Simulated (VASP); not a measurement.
# TiAl (Pm-3m) in VASP: further runs

Aim: see how the results for TiAl move with the level of theory and the settings. Levels: revPBE+D3(BJ), revPBE+D4, r2SCAN. Tasks: relaxation of cell and atoms, single point.

All numbers are computed with VASP 6.6.1; they aren't measurements. Logs are shortened: lines on timing, memory, paths and dates and some standing lists are left out, and cuts for length are marked.

### 1 The cell of the first run

Symmetry: Pm-3m, No. 221, cubic system. Conventional cell: a = 3.179 Å, b = 3.179 Å, c = 3.179 Å, α = 90.00°, β = 90.00°, γ = 90.00°. Ti (site symmetry m-3m) has 8 Al at 2.75 Å and 6 Ti at 3.18 Å within 3.6 Å. Al (site symmetry m-3m) has 8 Ti at 2.75 Å and 6 Al at 3.18 Å within 3.6 Å.

### 2 Relaxation of cell and atoms, revPBE+D3(BJ)

File INCAR:

```
ALGO = Normal ; EDIFF = 1E-6
EDIFFG = -0.01 ; ENCUT = 600
GGA = RE ; IBRION = 2
ISIF = 3 ; ISMEAR = -1
IVDW = 12 ; LASPH = T
LCHARG = F ; LREAL = F
LWAVE = F ; NELM = 80
NSW = 60 ; PREC = Accurate
SIGMA = 0.05
```

File KPOINTS:

```
k-points
0
Gamma
  8 8 8
```

File POSCAR:

```
TiAl
1.0
    3.1790640000      0.0000000000      0.0000000000
    0.0000000000      3.1790640000      0.0000000000
    0.0000000000      0.0000000000      3.1790640000
Ti Al
1 1
Direct
    0.0000000000      0.0000000000      0.0000000000
    0.5000000000      0.5000000000      0.5000000000
```

Potentials or basis: VASP PAW PBE potentials, release 64 (Ti_sv, Al).

Started as:

```console
cat potpaw_PBE.64/Ti_sv/POTCAR potpaw_PBE.64/Al/POTCAR > POTCAR
mpirun -np 1 vasp_std > vasp.out
```

OUTCAR:

```text
EDIFF = 1E-6
   EDIFFG = -0.01
   ENCUT = 600
   GGA = RE
   IBRION = 2
   ISIF = 3
   ISMEAR = -1
   IVDW = 12
   LASPH = T
   LREAL = F
   NELM = 80
   NSW = 60
   PREC = Accurate
 IVDW          = 12

 ion  position               nearest neighbor table
   1  0.000  0.000  0.000-   2 2.75   2 2.75   2 2.75   2 2.75   2 2.75   2 2.75   2 2.75   2 2.75

   2  0.500  0.500  0.500-   1 2.75   1 2.75   1 2.75   1 2.75   1 2.75   1 2.75   1 2.75   1 2.75

  LATTYP: Found a simple cubic cell.
 ALAT       =     3.1790640000

  Lattice vectors:

 A1 = (   3.1790640000,   0.0000000000,   0.0000000000)
 A2 = (   0.0000000000,   3.1790640000,   0.0000000000)
 A3 = (   0.0000000000,   0.0000000000,   3.1790640000)

Analysis of symmetry for initial positions (statically):
=====================================================================
 Subroutine PRICEL returns:
 Original cell was already a primitive cell.

 Routine SETGRP: Setting up the symmetry group for a
 simple cubic supercell.

 Subroutine GETGRP returns: Found 48 space group operations
 (whereof 48 operations were pure point group operations)
 out of a pool of 48 trial point group operations.

The static configuration has the point symmetry O_h .

Analysis of symmetry for dynamics (positions and initial velocities):
=====================================================================
 Subroutine PRICEL returns:
 Original cell was already a primitive cell.

 Routine SETGRP: Setting up the symmetry group for a
 simple cubic supercell.

 Subroutine GETGRP returns: Found 48 space group operations
 (whereof 48 operations were pure point group operations)
 out of a pool of 48 trial point group operations.

The dynamic configuration has the point symmetry O_h .

 Subroutine INISYM returns: Found 48 space group operations
 (whereof 48 operations are pure point group operations),
 and found     1 'primitive' translations

----------------------------------------------------------------------------------------

                                     Primitive cell

  volume of cell :      32.1290

  direct lattice vectors                    reciprocal lattice vectors
     3.179064000  0.000000000  0.000000000     0.314557996  0.000000000  0.000000000
     0.000000000  3.179064000  0.000000000     0.000000000  0.314557996  0.000000000
     0.000000000  0.000000000  3.179064000     0.000000000  0.000000000  0.314557996

  length of vectors
     3.179064000  3.179064000  3.179064000     0.314557996  0.314557996  0.314557996

  position of ions in fractional coordinates (direct lattice)
     0.000000000  0.000000000  0.000000000
     0.500000000  0.500000000  0.500000000

  ion indices of the primitive-cell ions
   primitive index   ion index
                 1           1
                 2           2

----------------------------------------------------------------------------------------

 KPOINTS: k-points

Automatic generation of k-mesh.
 Grid dimensions read from file:
 generate k-points for:    8    8    8

 Generating k-lattice:

  Cartesian coordinates                     Fractional coordinates (reciprocal lattice)
     0.039319749  0.000000000  0.000000000     0.125000000  0.000000000  0.000000000
     0.000000000  0.039319749  0.000000000     0.000000000  0.125000000  0.000000000
     0.000000000  0.000000000  0.039319749     0.000000000  0.000000000  0.125000000

  Length of vectors
     0.039319749  0.039319749  0.039319749

  Shift w.r.t. Gamma in fractional coordinates (k-lattice)
     0.000000000  0.000000000  0.000000000

 Subroutine IBZKPT returns following result:
 ===========================================

 Found     35 irreducible k-points:

 Following reciprocal coordinates:
            Coordinates               Weight
  0.000000  0.000000  0.000000      1.000000
  0.125000  0.000000  0.000000      6.000000
  0.250000  0.000000  0.000000      6.000000
  0.375000  0.000000  0.000000      6.000000
  0.500000  0.000000  0.000000      3.000000
  0.125000  0.125000  0.000000     12.000000
[... 16 lines left out ...]
  0.375000  0.375000  0.125000     24.000000
  0.500000  0.375000  0.125000     24.000000
 [... further k-points ...]
   k-points           NKPTS =     35   k-points in BZ     NKDIM =     35   number of bands    NBANDS=     11
   number of dos      NEDOS =    301   number of ions     NIONS =      2
   total plane-waves  NPLWV =  21952
   dimension x,y,z NGX =    28 NGY =   28 NGZ =   28
   dimension x,y,z NGXF=    56 NGYF=   56 NGZF=   56
   ions per type =               1   1
   NGX,Y,Z   is equivalent  to a cutoff of  14.64, 14.64, 14.64 a.u.
   NGXF,Y,Z  is equivalent  to a cutoff of  29.28, 29.28, 29.28 a.u.
 SYSTEM =  unknown system
   PREC   = accura    normal or accurate (medium, high low for compatibility)
   ISTART =      0    job   : 0-new  1-cont  2-samecut
   ICHARG =      2    charge: 1-file 2-atom 10-const
   ISPIN  =      1    spin polarized calculation?
   LNONCOLLINEAR =      F non collinear calculations
   LSORBIT =      F    spin-orbit coupling
   LASPH  =      T    aspherical Exc in radial PAW
   ENCUT  =  600.0 eV  44.10 Ry    6.64 a.u.   6.35  6.35  6.35*2*pi/ulx,y,z
   NELM   =     80;   NELMIN=  2; NELMDL= -5     # of ELM steps
   EDIFF  = 0.1E-05   stopping-criterion for ELM
   LREAL  =      F    real-space projection
   EDIFFG = -.1E-01   stopping-criterion for IOM
   NSW    =     60    number of steps for IOM
   IBRION =      2    ionic relax: 0-MD 1-quasi-New 2-CG
   NFREE  =      1    steps in history (QN), initial steepest desc. (CG)
   ISIF   =      3    stress and relaxation
   ISYM   =      2    0-nonsym 1-usesym 2-fastsym
   POTIM  = 0.5000    time-step for ionic-motion
   TEBEG  =    0.0;   TEEND  =   0.0 temperature during run
   PSTRESS=    0.0 pullay stress
   NELECT =      15.0000    total number of electrons
   NUPDOWN=      -1.0000    fix difference up-down
   EMIN   =  10.00;   EMAX   =-10.00  energy-range for DOS
   EFERMI =   0.00;   METHOD = LEGACY
   ISMEAR =    -1;   SIGMA  =   0.05  broadening in eV -4-tet -1-fermi 0-gaus
   EFERMI_NEDOS =   21; number of points for ismear=-14 and -15
   IALGO  =     38    algorithm
   IMIX   =      4    mixing-type and parameters
     AMIX     =   0.40;   BMIX     =  1.00
     AMIX_MAG =   1.60;   BMIX_MAG =  1.00
  volume/ion in A,a.u.               =      16.06       108.41
  Fermi-wavevector in a.u.,A,eV,Ry     =   1.270007  2.399964 21.945065  1.612917
  Thomas-Fermi vector in A             =   2.403017
   LORBIT       =      0    0 simple, 1 ext, 2 COOP (PROOUT), +10 PAW based schemes
   GGA     = RE    functional components
   LHFCALC =     F    Hartree Fock is set to
   AEXX    =    0.0000 exact exchange contribution
   IVDW    =    12    specifies the selected vdW correction
   LEPSILON=     F    determine dielectric tensor
   LRPA    =     F    only Hartree local field effects (RPA)
 conjugate gradient relaxation of ions
 non-spin polarized calculation
  energy-cutoff  :      600.00
  volume of cell :       32.13
 maximum number of plane-waves:      1108
 NGX is ok and might be reduce to    28
   NGX = 13   NGY = 13   NGZ = 13

--------------------------------------- Ionic step        1  -------------------------------------------

 number of electron      15.0000003 magnetization

 Free energy of the ion-electron system (eV)
  ---------------------------------------------------
  ext. energy  EPLUGINS =         0.00000000
  ---------------------------------------------------
  free energy    TOTEN  =       -11.59014878 eV

  energy without entropy =      -11.56763913  energy(sigma->0) =      -11.57889395

------------------------ aborting loop because EDIFF is reached ----------------------------------------

 Edisp (eV)   -1.82422

 E8    (eV) :    -1.3103

  FORCE on cell =-STRESS in cart. coord.  units (eV):
  Direction    XX          YY          ZZ          XY          YZ          ZX
  --------------------------------------------------------------------------------------
  -------------------------------------------------------------------------------------
  Total      -1.37718    -1.37718    -1.37718    -0.00000     0.00000    -0.00000
  in kB     -68.67582   -68.67582   -68.67582    -0.00000     0.00000    -0.00000
  external pressure =      -68.68 kB  Pullay stress =        0.00 kB

 VOLUME and BASIS-vectors are now :
 -----------------------------------------------------------------------------
  energy-cutoff  :      600.00
  volume of cell :       32.13
      direct lattice vectors                 reciprocal lattice vectors
     3.179064000  0.000000000  0.000000000     0.314557996  0.000000000  0.000000000
     0.000000000  3.179064000  0.000000000     0.000000000  0.314557996  0.000000000
     0.000000000  0.000000000  3.179064000     0.000000000  0.000000000  0.314557996
[... 41 lines left out ...]
 POSITION                                       TOTAL-FORCE (eV/Angst)
 -----------------------------------------------------------------------------------
      0.00000      0.00000      0.00000        -0.000000     -0.000000     -0.000000
      1.53673      1.53673      1.53673         0.000000      0.000000      0.000000
 -----------------------------------------------------------------------------------
    total drift:                               -0.000000     -0.000000     -0.000000

  FREE ENERGIE OF THE ION-ELECTRON SYSTEM (eV)
  ---------------------------------------------------
  free  energy   TOTEN  =       -13.4376209348 eV

  energy  without entropy=      -13.4180935839  energy(sigma->0) =      -13.42785726

--------------------------------------- Ionic step        3  -------------------------------------------

 number of electron      14.9999996 magnetization

 Free energy of the ion-electron system (eV)
  ---------------------------------------------------
  ext. energy  EPLUGINS =         0.00000000
  ---------------------------------------------------
  free energy    TOTEN  =       -11.51190335 eV

  energy without entropy =      -11.49115375  energy(sigma->0) =      -11.50152855

 E-fermi :   9.5191     XC(G=0): -11.2880

 val. band max:        9.4848862751   @ k =   0.3750   0.1250   0.1250
 cond. band min:       9.5326896002   @ k =   0.5000   0.3750   0.2500
 fundamental gap:      0.0478033252
 Fermi energy:         9.5191126622

 k-point     1 :       0.0000    0.0000    0.0000
  band No.  band energies     occupation
      1     -47.3562      2.00000
      2     -23.5023      2.00000
      3     -23.5023      2.00000
      4     -23.5023      2.00000
      5      -0.0367      2.00000
      6       7.9199      2.00000
      7       7.9199      2.00000
      8      11.4789      0.00000
      9      11.4789      0.00000
     10      11.4789      0.00000
     11      14.2484      0.00000

 k-point     2 :       0.1250    0.0000    0.0000
  band No.  band energies     occupation
      1     -47.3534      2.00000
      2     -23.5339      2.00000
      3     -23.4995      2.00000
      4     -23.4995      2.00000
      5       0.2249      2.00000
      6       7.7789      2.00000
      7       8.0398      2.00000
      8      11.0688      0.00000
      9      11.0688      0.00000
     10      11.5109      0.00000
     11      13.3720      0.00000
[... 295 lines left out ...]
 k-point    24 :       0.5000    0.3750    0.1250
  band No.  band energies     occupation
      1     -47.3183      2.00000
      2     -23.6843      2.00000
      3     -23.6510      2.00000
      4     -23.4960      2.00000
      5       4.3287      2.00000
      6       6.4085      2.00000
      7       7.4753      2.00000
      8       8.8973      1.99999
      9      10.4871      0.00000
     10      10.5028      0.00000
     11      12.5991      0.00000

 [... further k-points ...]

------------------------ aborting loop because EDIFF is reached ----------------------------------------

 Edisp (eV)   -1.94527

 E8    (eV) :    -1.3981

  FORCE on cell =-STRESS in cart. coord.  units (eV):
  Direction    XX          YY          ZZ          XY          YZ          ZX
  --------------------------------------------------------------------------------------
  -------------------------------------------------------------------------------------
  Total      -0.00408    -0.00408    -0.00408     0.00000     0.00000    -0.00000
  in kB      -0.21636    -0.21636    -0.21636     0.00000     0.00000    -0.00000
  external pressure =       -0.22 kB  Pullay stress =        0.00 kB

 VOLUME and BASIS-vectors are now :
 -----------------------------------------------------------------------------
  energy-cutoff  :      600.00
  volume of cell :       30.23
      direct lattice vectors                 reciprocal lattice vectors
     3.115094750  0.000000000 -0.000000000     0.321017523  0.000000000  0.000000000
    -0.000000000  3.115094750  0.000000000    -0.000000000  0.321017523 -0.000000000
    -0.000000000  0.000000000  3.115094750     0.000000000 -0.000000000  0.321017523

 POSITION                                       TOTAL-FORCE (eV/Angst)
 -----------------------------------------------------------------------------------
      0.00000      0.00000      0.00000        -0.000000     -0.000000     -0.000000
      1.55755      1.55755      1.55755         0.000000      0.000000      0.000000
 -----------------------------------------------------------------------------------
    total drift:                               -0.000000     -0.000000     -0.000000

  FREE ENERGIE OF THE ION-ELECTRON SYSTEM (eV)
  ---------------------------------------------------
  free  energy   TOTEN  =       -13.4571739259 eV

  energy  without entropy=      -13.4364243210  energy(sigma->0) =      -13.44679912

 reached required accuracy - stopping structural energy minimisation
```

Run time: 79 s. Hardware: 1 thread of AMD EPYC 7R13, shared host; peak memory 0.15 GiB.

What came out:

* Free energy: -13.4572 eV
* Relaxed volume: 15.11 Å³/atom
* Relaxed cell: a = 3.115 Å, b = 3.115 Å, c = 3.115 Å, α = 90.00°, β = 90.00°, γ = 90.00°
* Space group after relaxing (to 0.05 Å): Pm-3m (No. 221)
* Energy gained by relaxing: 21.4 meV/atom
* Ionic steps: 3
* Pressure after relaxing: 0.0 GPa
* Dispersion energy per atom: -0.973 eV

The path:
```csv
step,energy change (eV),largest force (eV/Å),pressure (GPa),volume (Å³)
1,0.0000,0.0000,-6.87,32.13
2,-0.0232,0.0000,5.46,29.03
3,-0.0428,0.0000,-0.02,30.23
```

Final structure:
```xyz
2
Lattice="3.1151 0.0000 0.0000 0.0000 3.1151 0.0000 0.0000 0.0000 3.1151" Properties=species:S:1:pos:R:3 pbc="T T T"
Ti    0.0000    0.0000    0.0000
Al    1.5575    1.5575    1.5575
```

Levels at points of the mesh, in eV from the Fermi level:
```
           k point  band 4  band 5  band 6  band 7  band 8  band 9  band 10  band 11
(0.00, 0.00, 0.00)  -33.02   -9.56   -1.60   -1.60    1.96    1.96     1.96     4.73
(0.50, 0.00, 0.00)  -33.00   -6.12   -5.39   -0.62    0.18    0.18     2.19     3.25
(0.50, 0.50, 0.00)  -32.98   -5.17   -2.14   -2.14   -1.55    0.75     0.75     2.96
(0.50, 0.50, 0.50)  -33.18   -3.29   -3.29   -3.29    1.06    3.03     3.07     3.07
```

Caveat: the PAW data sets were made with another functional, which shifts forces and pressure a little; pairwise dispersion overbinds metals, which lowers pressure and volume.

### 3 Relaxation of cell and atoms, revPBE+D4

File INCAR:

```
SYSTEM = TiAl
  PREC = Accurate
  ENCUT = 600
  EDIFF = 1E-6
  ISMEAR = -1
  SIGMA = 0.05
  LREAL = .False.
  LASPH = .True.
  NELM = 60
  ALGO = Fast
  ISIF = 3
  LWAVE = .False.
  LCHARG = .False.
  GGA = RE
  IVDW = 13
  IBRION = 2
  NSW = 60
  EDIFFG = -0.01
```

File KPOINTS:

```
Automatic mesh
0
Gamma
  8 8 8
  0 0 0
```

POSCAR is that of step 2.

Potentials or basis: VASP PAW PBE potentials, release 64 (Ti_sv, Al).

Started as:

```console
cat potpaw_PBE.64/Ti_sv/POTCAR potpaw_PBE.64/Al/POTCAR > POTCAR
mpirun -np 1 vasp_std > vasp.out
```

Run time: 3.1 min. Hardware: 1 thread of AMD EPYC 7R13, shared host; peak memory 0.14 GiB.

The run converged. Its results:

```yaml
Free_energy: -12.5080 eV
Relaxed_volume: 15.79 Å³/atom
Relaxed_cell: a = 3.161 Å, b = 3.161 Å, c = 3.161 Å, α = 90.00°, β = 90.00°, γ = 90.00°
Space_group_after_relaxing_to_0.05_Å: Pm-3m (No. 221)
Energy_gained_by_relaxing: 1.7 meV/atom
Ionic_steps: 3
Pressure_after_relaxing: 0.0 GPa
Dispersion_energy_per_atom: -0.465 eV
```

Step by step:
```tsv
step	energy change (eV)	largest force (eV/Å)	pressure (GPa)	volume (Å³)
1	0.0000	0.0000	-1.94	32.13
2	-0.0020	0.0000	1.30	31.23
3	-0.0034	0.0000	0.01	31.58
```

Final structure:
```
CELL_PARAMETERS angstrom
3.16069 0.00000 0.00000
0.00000 3.16069 0.00000
0.00000 0.00000 3.16069
ATOMIC_POSITIONS crystal
Ti 0.00000 0.00000 0.00000
Al 0.50000 0.50000 0.50000
```

Levels at points of the mesh, in eV from the Fermi level:
| k point | band 5 | band 6 | band 7 | band 8 | band 9 | band 10 |
| --- | --- | --- | --- | --- | --- | --- |
| (0.00, 0.00, 0.00) | -9.36 | -1.49 | -1.49 | 1.86 | 1.86 | 1.86 |
| (0.50, 0.00, 0.00) | -6.07 | -5.26 | -0.57 | 0.17 | 0.17 | 2.07 |
| (0.50, 0.50, 0.00) | -5.05 | -2.14 | -2.14 | -1.50 | 0.73 | 0.73 |
| (0.50, 0.50, 0.50) | -3.15 | -3.15 | -3.15 | 0.79 | 2.94 | 2.94 |

Caveat: the PAW data sets were made with another functional, which shifts forces and pressure a little; pairwise dispersion overbinds metals, which lowers pressure and volume.

(Continued in part 2 of 2.)
